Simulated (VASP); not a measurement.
LiBe24, 25 atoms in the cell. The cell holds a slab with vacuum, 25 atoms: a = 4.452 Å, b = 7.033 Å, c = 19.800 Å, α = 90.00°, β = 90.00°, γ = 90.00°. 

| Property | Result |
| --- | --- |
| Program | VASP 6.6.1 |
| Task | single point |
| Functional | LDA |
| Potentials or basis | VASP PAW LDA potentials, release 64 (Be, Li_sv) |
| Cutoff | 520 eV |
| k mesh | 6 × 4 × 1 |
| Occupations | gaussian, width 0.1 eV |
| Spin | no spin polarisation |
| Dipole correction | yes |
| Further INCAR settings | LREAL = Auto; ALGO = Normal; EDIFF = 1e-06; NBANDS = 44 |

Potentials or basis: VASP PAW LDA potentials, release 64 (Be, Li_sv).

Run with:

```sh
$ cat potpaw_LDA.64/Be/POTCAR potpaw_LDA.64/Li_sv/POTCAR > POTCAR
$ mpirun -np 1 vasp_std > vasp.out
```

Hardware: 1 thread of AMD EPYC 9R45 96-Core Processor (Zen 5) (shared host).

Q: Estimate the wall time of this run.

A: Wall time 8.4 min on 1 thread of AMD EPYC 9R45 96-Core Processor (Zen 5) (shared host), peak memory 0.54 GiB. Counts: scf iterations 26, k points 12.
